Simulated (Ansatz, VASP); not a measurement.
## Two plane-wave programs on BaTe

INCAR

```
PREC = Accurate
ENCUT = 520
EDIFF = 1E-6
ISMEAR = 0
SIGMA = 0.1
LREAL = False
LASPH = True
NELM = 60
ALGO = Normal
ISIF = 2
LWAVE = False
LCHARG = False
GGA = PE
NBANDS = 24
```

KPOINTS

```
regular mesh
0
Gamma
  6 6 2
```

Contents of POSCAR:

```
BaTe
1.0
    5.0760000000      0.0000000000      0.0000000000
   -2.5380000000      4.3959449500      0.0000000000
    0.0000000000      0.0000000000      8.3631649500
Ba Te
2 2
Direct
    0.0000000000      0.0000000000      0.0000000000
    0.0000000000      0.0000000000      0.5000000000
    0.3333333300      0.6666666700      0.7500000000
    0.6666666700      0.3333333300      0.2500000000
```

Input for Ansatz:

```yaml
crystal:
  lattice:
    - [5.076, 0.0, 0.0]
    - [-2.538, 4.39594495, 0.0]
    - [0.0, 0.0, 8.36316495]
  atoms:
    - { symbol: Ba, position: [0.0, 0.0, 0.0] }
    - { symbol: Ba, position: [0.0, 0.0, 0.5] }
    - { symbol: Te, position: [0.33333333, 0.66666667, 0.75] }
    - { symbol: Te, position: [0.66666667, 0.33333333, 0.25] }
basis:
  ecutwfc: 420
kpoints:
  mp_grid: { grid: [6, 6, 2] }
hamiltonian:
  xc: pbe
scf:
  occupations: { method: gaussian, width: 0.1 }
  lower_state_search: "off"
output:
  forces: true
  stress: true
  eigenvalues: true
```

Alike in both runs: task single point; functional PBE; k mesh 6 × 6 × 2; occupations gaussian, width 0.1 eV; no spin polarisation.

```csv
,VASP,Ansatz
version,VASP 6.6.1,Ansatz 0.2.0
potentials or method,"VASP PAW PBE potentials, release 64 (Ba_sv, Te), cutoff 520 eV","scalar-relativistic, plane waves, PAW"
valence electrons in the cell,32,52
```

|  | VASP | Ansatz | Ansatz less VASP |
| --- | --- | --- | --- |
| gap on the k mesh at the Fermi level (eV) | 1.73 | 1.80 | +0.073 |
| least direct gap on the mesh (eV) | 1.82 | 1.90 | +0.077 |
| pressure (GPa) | -0.7 | -1.0 | -0.27 |
| traceless stress, the component that is largest in VASP (GPa) | 1.48 | 1.44 | -0.037 |

The functional is the same, so the differences come from potentials, cutoffs and numerics. VASP's potentials hold 32 valence electrons a cell and Ansatz's 52, so a difference there can come from the potentials and not from the codes.

Spin-orbit coupling is off throughout.
